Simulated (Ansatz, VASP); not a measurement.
**Sr in VASP and in Ansatz**

```
Sr
1.0
     4.19042    0.00000    0.00000
    -2.09521    3.62901    0.00000
     0.00000    0.00000    6.88922
Sr
2
Direct
  0.33333 0.66667 0.25000
  0.66667 0.33333 0.75000
```

Alike in both runs: functional PBEsol; k mesh 10 × 10 × 6; occupations fermi-dirac, width 0.08 eV; no spin polarisation.

Ansatz relaxed the structure, and its values are those at the end. VASP's run is a single point on that final structure, the one shown.

|  | VASP | Ansatz |
| --- | --- | --- |
| version | VASP 6.6.1 | Ansatz 0.2.0 |
| potentials or method | VASP PAW PBE potentials, release 64 (Sr_sv) | PAW with Ansatz's default frozen-core files, scalar-relativistic |
| plane-wave cutoff (eV) | 520 | 420 |
| valence electrons in the cell | 20 | 20 |

```tsv
	VASP	Ansatz	Ansatz less VASP
pressure (GPa)	0.0	0.0	-0.01
```

VASP's potentials were made for PBE, not for PBEsol.
